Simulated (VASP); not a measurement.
# NiO in VASP: further runs, part 3 of 3

VASP 6.6.1.

## 7. Single point, PBE+U, collinear spin, antiferromagnetic start (atom 2 (O) moved 0.05 Å along z)

Input file INCAR:

```
  ALGO = Normal
  EDIFF = 1E-6
  ENCUT = 520
  GGA = PE
  ISIF = 2
  ISMEAR = 0
  ISPIN = 2
  LASPH = True
  LCHARG = True
  LDAU = True
  LDAUJ = 0 0
  LDAUL = 2 -1
  LDAUPRINT = 1
  LDAUTYPE = 2
  LDAUU = 6.2 0
  LELF = True
  LMAXMIX = 4
  LORBIT = 11
  LREAL = False
  LVHAR = True
  LWAVE = False
  MAGMOM = 1.85 -1.85 0 0
  NBANDS = 28
  NELM = 150
  PREC = Accurate
  SIGMA = 0.05
```

Input file KPOINTS:

```
k-points
0
Gamma
  10 10 5
```

Input file POSCAR:

```
NiO
1.0
    0.0000000000      2.1261674825      2.1261674825
    2.1261674825      0.0000000000      2.1261674825
    4.2493462858      4.2493462858      0.0029886792
Ni O
2 2
Direct
    0.0000000000      0.0000000000      0.0000000000
    0.0000000000      0.0000000000      0.5000000000
    0.5117623868      0.5117623868      0.2441146657
    0.4999999955      0.4999999955      0.7500000068
```

Potentials or basis: VASP PAW PBE potentials, release 64 (Ni, O).

Command:

```bash
> cat potpaw_PBE.64/Ni/POTCAR potpaw_PBE.64/O/POTCAR > POTCAR
> mpirun -np 1 vasp_std > vasp.out
```

OUTCAR:

```text
EDIFF = 1E-6
   ENCUT = 520
   GGA = PE
   ISIF = 2
   ISMEAR = 0
   ISPIN = 2
   LASPH = True
   LORBIT = 11
   LREAL = False
   NELM = 150
   PREC = Accurate

 ion  position               nearest neighbor table
   1  0.000  0.000  0.000-   3 2.08   4 2.13   4 2.13   4 2.13   3 2.13   3 2.13   2 3.00   2 3.00
                             2 3.00   2 3.00   2 3.00   2 3.00
   2  0.000  0.000  0.500-   4 2.13   4 2.13   4 2.13   3 2.13   3 2.13   3 2.18   1 3.00   1 3.00
                             1 3.00   1 3.00   1 3.00   1 3.00
   3  0.512  0.512  0.244-   1 2.08   2 2.13   2 2.13   1 2.13   1 2.13   2 2.18
   4  0.500  0.500  0.750-   1 2.13   1 2.13   1 2.13   2 2.13   2 2.13   2 2.13

  LATTYP: Found a trigonal (rhomboedric) cell.
 ALAT       =     5.2031452332
 COS(alpha) =     0.8330205421

  Lattice vectors:

 A1 = (   4.2493462858,   2.1231788033,  -2.1231788033)
 A2 = (   2.1231788033,   2.1231788033,  -4.2493462858)
 A3 = (   2.1231788033,   4.2493462858,  -2.1231788033)

Analysis of symmetry for initial positions (statically):
=====================================================================
 Subroutine PRICEL returns:
 Original cell was already a primitive cell.

 Routine SETGRP: Setting up the symmetry group for a
 trigonal (rhombohedral) supercell.

 Subroutine GETGRP returns: Found  2 space group operations
 (whereof  2 operations were pure point group operations)
 out of a pool of 12 trial point group operations.

The static configuration has the point symmetry C_1h.

Analysis of symmetry for dynamics (positions and initial velocities):
=====================================================================
 Subroutine PRICEL returns:
 Original cell was already a primitive cell.

 Routine SETGRP: Setting up the symmetry group for a
 trigonal (rhombohedral) supercell.

 Subroutine GETGRP returns: Found  2 space group operations
 (whereof  2 operations were pure point group operations)
 out of a pool of 12 trial point group operations.

The dynamic configuration has the point symmetry C_1h.

Analysis of structural, dynamic, and magnetic symmetry:
=====================================================================
 Subroutine PRICEL returns:
 Original cell was already a primitive cell.

 Routine SETGRP: Setting up the symmetry group for a
 trigonal (rhombohedral) supercell.

 Subroutine GETGRP returns: Found  2 space group operations
 (whereof  2 operations were pure point group operations)
 out of a pool of 12 trial point group operations.

The overall configuration has the point symmetry C_1h.

[... 177 lines left out ...]
  o =  1.0239  v =  0.0000 -0.0098 -0.0000  0.0098  0.9999  0.0000  0.0000  0.0000  0.0000  0.0000      0.0000  0.0000  0.0000  0.0000  0.0000  0.0000  0.0000  0.0000  0.0000  0.0000
  o =  1.0271  v =  0.0007  0.0057 -1.0000  0.0057 -0.0000  0.0000  0.0000  0.0000  0.0000  0.0000      0.0000  0.0000  0.0000  0.0000  0.0000  0.0000  0.0000  0.0000  0.0000  0.0000

atom =   2  type =  1  l = 2

 onsite density matrix

spin component  1

  0.9805 -0.0001  0.0000 -0.0001  0.0000
 -0.0001  0.9798 -0.0066 -0.0000 -0.0064
  0.0000 -0.0066  0.1394 -0.0066  0.0000
 -0.0001 -0.0000 -0.0066  0.9798  0.0064
  0.0000 -0.0064  0.0000  0.0064  0.1468

spin component  2

  0.9822 -0.0000  0.0000 -0.0000  0.0000
 -0.0000  0.9818  0.0002 -0.0000  0.0004
  0.0000  0.0002  1.0215  0.0002  0.0000
 -0.0000 -0.0000  0.0002  0.9818 -0.0004
  0.0000  0.0004  0.0000 -0.0004  1.0244

 occupancies and eigenvectors

  o =  0.1393  v = -0.0000  0.0078  0.9999  0.0078  0.0000  0.0000  0.0000  0.0000  0.0000  0.0000      0.0000  0.0000  0.0000  0.0000  0.0000  0.0000  0.0000  0.0000  0.0000  0.0000
  o =  0.1467  v =  0.0000  0.0076 -0.0000 -0.0076  0.9999  0.0000  0.0000  0.0000  0.0000  0.0000      0.0000  0.0000  0.0000  0.0000  0.0000  0.0000  0.0000  0.0000  0.0000  0.0000
  o =  0.9799  v = -0.1738 -0.6963  0.0109 -0.6963  0.0000  0.0000  0.0000  0.0000  0.0000  0.0000      0.0000  0.0000  0.0000  0.0000  0.0000  0.0000  0.0000  0.0000  0.0000  0.0000
  o =  0.9799  v = -0.0000  0.7071  0.0000 -0.7071 -0.0108  0.0000  0.0000  0.0000  0.0000  0.0000      0.0000  0.0000  0.0000  0.0000  0.0000  0.0000  0.0000  0.0000  0.0000  0.0000
  o =  0.9805  v =  0.9848 -0.1229  0.0019 -0.1229 -0.0000  0.0000  0.0000  0.0000  0.0000  0.0000      0.0000  0.0000  0.0000  0.0000  0.0000  0.0000  0.0000  0.0000  0.0000  0.0000
  o =  0.9817  v =  0.0000  0.0000  0.0000  0.0000  0.0000 -0.1336 -0.7007  0.0072 -0.7007  0.0000      0.0000  0.0000  0.0000  0.0000  0.0000  0.0000  0.0000  0.0000  0.0000  0.0000
  o =  0.9818  v =  0.0000  0.0000  0.0000  0.0000  0.0000  0.0000 -0.7070 -0.0000  0.7070  0.0142      0.0000  0.0000  0.0000  0.0000  0.0000  0.0000  0.0000  0.0000  0.0000  0.0000
  o =  0.9822  v =  0.0000  0.0000  0.0000  0.0000  0.0000  0.9910 -0.0945  0.0008 -0.0945 -0.0000      0.0000  0.0000  0.0000  0.0000  0.0000  0.0000  0.0000  0.0000  0.0000  0.0000
  o =  1.0215  v =  0.0000  0.0000  0.0000  0.0000  0.0000 -0.0001 -0.0051 -1.0000 -0.0051 -0.0000      0.0000  0.0000  0.0000  0.0000  0.0000  0.0000  0.0000  0.0000  0.0000  0.0000
  o =  1.0244  v =  0.0000  0.0000  0.0000  0.0000  0.0000 -0.0000  0.0101 -0.0000 -0.0101  0.9999      0.0000  0.0000  0.0000  0.0000  0.0000  0.0000  0.0000  0.0000  0.0000  0.0000

 number of electron      32.0000025 magnetization       0.0000103

 Free energy of the ion-electron system (eV)
  ---------------------------------------------------
  ext. energy  EPLUGINS =         0.00000000
  ---------------------------------------------------
  free energy    TOTEN  =       -20.42590372 eV

  energy without entropy =      -20.42590372  energy(sigma->0) =      -20.42590372

 E-fermi :   5.9836     XC(G=0): -12.3377

 val. band max:        5.6658528364   @ k =   0.0000   0.0000   0.4000
 cond. band min:       8.6643382618   @ k =   0.0000   0.0000   0.0000
 fundamental gap:      2.9984854254
 Fermi energy:         5.9836079163

 spin component 1

 k-point     1 :       0.0000    0.0000    0.0000
  band No.  band energies     occupation
      1     -12.2186      1.00000
      2     -10.9146      1.00000
      3      -0.9624      1.00000
      4      -0.4667      1.00000
      5      -0.4247      1.00000
      6       1.4213      1.00000
[... 1481 lines left out ...]
     27      23.5070      0.00000
     28      27.6006      0.00000

 [... further k-points ...]

------------------------ aborting loop because EDIFF is reached ----------------------------------------

  FORCE on cell =-STRESS in cart. coord.  units (eV):
  Direction    XX          YY          ZZ          XY          YZ          ZX
  --------------------------------------------------------------------------------------
  -------------------------------------------------------------------------------------
  Total       -1.9144331     -1.9144331     -1.8216703      0.0021089     -0.0034328     -0.0034346
  in kB      -79.8649943    -79.8649943    -75.9951820      0.0879763     -0.1432079     -0.1432841
  external PRESSURE =     -78.5750569 kB  Pullay stress =       0.0000000 kB

 VOLUME and BASIS-vectors are now :
 -----------------------------------------------------------------------------
  energy-cutoff  :      520.00
  volume of cell :       38.41
      direct lattice vectors                 reciprocal lattice vectors
     0.000000000  2.126167483  2.126167483    -0.235247645  0.235082189  0.235247645
     2.126167483  0.000000000  2.126167483     0.235082189 -0.235247645  0.235247645
     4.249346286  4.249346286  0.002988679     0.117706551  0.117706551 -0.117706551

 POSITION                                       TOTAL-FORCE (eV/Angst)
 -----------------------------------------------------------------------------------
      0.00000      0.00000      0.00000         0.002864      0.002864      0.146942
      2.12467      2.12467      0.00149         0.000783      0.000783      0.096464
      2.12542      2.12542      2.17691         0.081351      0.081351     -0.327691
      4.25009      4.25009      2.12841        -0.084998     -0.084998      0.084284
 -----------------------------------------------------------------------------------
    total drift:                                0.000024      0.000024     -0.000131

  FREE ENERGIE OF THE ION-ELECTRON SYSTEM (eV)
  ---------------------------------------------------
  free  energy   TOTEN  =       -20.4259037237 eV

  energy  without entropy=      -20.4259037237  energy(sigma->0) =      -20.42590372

 total charge

# of ion       s       p       d       tot
------------------------------------------
    1        0.330   0.391   8.205   8.926
    2        0.325   0.377   8.193   8.895
    3        1.550   3.446   0.000   4.997
    4        1.550   3.446   0.000   4.996
--------------------------------------------------
tot          3.754   7.661  16.398  27.814

 magnetization (x)

# of ion       s       p       d       tot
------------------------------------------
    1       -0.001  -0.004   1.764   1.759
    2        0.001   0.004  -1.763  -1.758
    3        0.001   0.001   0.000   0.002
    4        0.000  -0.003   0.000  -0.003
--------------------------------------------------
tot          0.001  -0.002   0.000  -0.001
```

It took 5 min on 1 thread of Oxide Virtual Turin-like, shared host; peak memory 0.31 GiB.

What came out:

| Property | Result |
| --- | --- |
| Free energy | -20.4259 eV |
| Pressure | -7.9 GPa |
| Largest force | 0.347 eV/Å |
| Band gap on the k mesh | 3.00 eV |
| Net moment | 0.00 μB per cell |
| Site moments | Ni +1.76, -1.76; O +0.00, -0.00 μB |
| Valence electrons inside the program's atomic spheres | Ni 8.93, 8.89; O 5.00 |

Forces in eV/Å, atoms in the order of the input:
```
Ni   0.003  0.003  0.147
Ni   0.001  0.001  0.096
O    0.081  0.081 -0.328
O   -0.085 -0.085  0.084
```

Stress tensor (GPa, compression positive):
```
-7.99  0.01 -0.01
 0.01 -7.99 -0.01
-0.01 -0.01 -7.60
```

Levels at points of the mesh, in eV from the valence-band top:
Spin up:
| k point | band 12 | band 13 | band 14 | band 15 | band 16 | band 17 | band 18 | band 19 | band 20 | band 21 |
| --- | --- | --- | --- | --- | --- | --- | --- | --- | --- | --- |
| (0.00, 0.00, 0.00) | -0.75 | -0.74 | -0.70 | -0.69 | -0.59 | 3.01 | 4.12 | 4.16 | 7.12 | 11.28 |
| (0.50, 0.00, 0.00) | -2.09 | -2.01 | -1.99 | -0.60 | -0.55 | 4.30 | 4.45 | 7.12 | 7.47 | 11.24 |
| (0.50, 0.50, 0.00) | -2.09 | -2.01 | -2.00 | -0.67 | -0.52 | 4.33 | 4.45 | 7.12 | 7.46 | 11.26 |
Spin down:
```tsv
k point	band 14	band 15	band 16	band 17	band 18	band 19
(0.00, 0.00, 0.00)	-0.70	-0.70	-0.67	3.00	4.26	4.30
(0.50, 0.00, 0.00)	-1.99	-0.72	-0.54	4.45	4.56	7.12
(0.50, 0.50, 0.00)	-2.00	-0.64	-0.60	4.42	4.56	7.12
```

Eigenvalues of the final occupation matrices:
| site | spin | trace | eigenvalues |
| --- | --- | --- | --- |
| site 1 d | 1 | 5.00 | 0.98 0.98 0.98 1.02 1.03 |
| site 1 d | 2 | 3.23 | 0.14 0.15 0.98 0.98 0.98 |
| site 2 d | 1 | 3.23 | 0.14 0.15 0.98 0.98 0.98 |
| site 2 d | 2 | 4.99 | 0.98 0.98 0.98 1.02 1.02 |

Caveat: the cell differs from its parent crystal (atom 2 (O) moved 0.05 Å along z).

## 8. The runs side by side

| task | potentials or basis | spin | cell | k mesh | cutoff (eV) | second run | gap on the mesh (eV) | pressure (GPa) | moment (μB) |
| --- | --- | --- | --- | --- | --- | --- | --- | --- | --- |
| single point | VASP PAW PBE potentials, release 64 (Ni_sv_GW, O) | collinear, ferromagnetic start | a = 3.018 Å, angles 60.0°, 2 atoms | 10 × 10 × 10 | 600 | valence_matched | 2.00 | -3.6 | 2.00 |
| relaxation of shape and atoms at fixed volume | VASP PAW PBE potentials, release 64 (Ni, O) | collinear, antiferromagnetic start | relaxed from a = 2.987, b = 2.987, c = 5.969 Å, angles 60.0°, 4 atoms | 10 × 10 × 5 | 600 | - | 3.22 | -5.1 | 0.00 |
| relaxation of shape and atoms at fixed volume | VASP PAW PBE potentials, release 64 (Ni, O) | collinear, antiferromagnetic start | relaxed from a = 3.007, b = 3.007, c = 6.009 Å, angles 60.0°, 4 atoms | 10 × 10 × 5 | 600 | - | 3.07 | -8.2 | 0.00 |
| single point | VASP PAW PBE potentials, release 64 (Ni, O) | collinear, antiferromagnetic start | a = 3.007, b = 2.977, c = 5.950 Å, angles 60.6, 59.6, 59.7°, 4 atoms | 10 × 10 × 5 | 520 | - | 3.20 | -4.7 | 0.00 |
| single point | VASP PAW PBE potentials, release 64 (Ni, O) | collinear, antiferromagnetic start | a = 3.007, b = 3.007, c = 6.009 Å, angles 60.0°, 4 atoms | 10 × 10 × 5 | 520 | - | 3.00 | -7.9 | 0.00 |

Alike in all rows: level PBE+U; Ni d U = 6.2 eV; smearing gaussian 0.05 eV.

Caveats: the relaxation stopped at its first step, so nothing moved (some runs); a cell with one magnetic atom can't hold antiferromagnetic order, which such compounds often take (some runs).

Total energies depend on the potentials used, so only differences within one code and one set of settings carry meaning.
